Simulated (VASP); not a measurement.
A run of VASP 6.6.1:

The input INCAR:

```
SYSTEM = CaF2
ALGO = Normal ; EDIFF = 1E-8
ENCUT = 600 ; GGA = PS
GGA_COMPAT = .False. ; IBRION = 8
ISIF = 2 ; ISMEAR = 0
LASPH = .True. ; LCHARG = .False.
LEPSILON = .True. ; LREAL = .False.
LWAVE = .False. ; NELM = 120
NSW = 1 ; PREC = Accurate
SIGMA = 0.01
```

File KPOINTS:

```
k-points
0
Gamma
  8 8 8
  0 0 0
```

POSCAR

```
CaF2
1.0
    0.0000000000      2.6642518960      2.6642518960
    2.6642518960      0.0000000000      2.6642518960
    2.6642518960      2.6642518960      0.0000000000
Ca F
1 2
Direct
    0.0000000000      0.0000000000      0.0000000000
    0.2500000000      0.2500000000      0.2500000000
    0.7500000000      0.7500000000      0.7500000000
```

Potentials or basis: VASP PAW PBE potentials, release 64 (Ca_sv, F).

Run with:

```console
$ cat potpaw_PBE.64/Ca_sv/POTCAR potpaw_PBE.64/F/POTCAR > POTCAR
$ mpirun -np 1 vasp_std > vasp.out
```

Hardware: 1 thread of Intel Xeon 8259CL (shared host).

Problem. Estimate the wall time of this run.

Solution. Run time: 22 min on 1 thread of Intel Xeon 8259CL, with other jobs on the host, peak memory 0.37 GiB. Counts: scf iterations 221, k points 29.
